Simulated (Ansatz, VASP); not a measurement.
**One calculation of TiC, two programs**

Contents of INCAR:

```
SYSTEM = TiC
PREC = Accurate
ENCUT = 520
EDIFF = 1E-8
ISMEAR = -1
SIGMA = 0.03
LREAL = .FALSE.
LASPH = .TRUE.
NELM = 60
ALGO = Normal
ISIF = 2
LWAVE = .FALSE.
LCHARG = .FALSE.
GGA = PE
LEFG = .TRUE.
NBANDS = 15
```

KPOINTS

```
Automatic mesh
0
G
  16 16 16
  0 0 0
```

The input POSCAR:

```
TiC
1.0
    0.0000000000      2.1783315435      2.1783315435
    2.1783315435      0.0000000000      2.1783315435
    2.1783315435      2.1783315435      0.0000000000
Ti C
1 1
Direct
    0.0000000000      0.0000000000      0.0000000000
    0.5000000000      0.5000000000      0.5000000000
```

Input for Ansatz:

```yaml
crystal:
  lattice:
    - [0.0, 2.1783315435, 2.1783315435]
    - [2.1783315435, 0.0, 2.1783315435]
    - [2.1783315435, 2.1783315435, 0.0]
  atoms:
    - { symbol: Ti, position: [0.0, 0.0, 0.0] }
    - { symbol: C, position: [0.5, 0.5, 0.5] }
kpoints:
  mp_grid: { grid: [16, 16, 16] }
scf:
  occupations: { method: fermi_dirac, width: 0.03 }
hamiltonian:
  xc: pbe
  pseudopotentials: { kind: all_electron, datasets: crystal }
output:
  forces: true
  stress: true
  eigenvalues: true
  efg: { contact_densities: true }
```

Change from the starting cell: volume scaled by 1.02, crystal datasets.

Alike in both runs: task electric field gradients; functional PBE; k mesh 16 × 16 × 16; occupations fermi-dirac, width 0.03 eV; no spin polarisation.

```csv
,VASP,Ansatz
version,VASP 6.6.1,Ansatz 0.2.0
potentials or method,"VASP PAW PBE potentials, release 64 (Ti_sv, C), cutoff 520 eV","all-electron PAW with datasets made for the crystal, scalar-relativistic"
```

Ansatz gave:

- pressure (GPa): -4.0

Problem. Estimate VASP's values.

Solution. Pressure (GPa): -3.7.

Ansatz ran all-electron here, and VASP with PAW potentials.
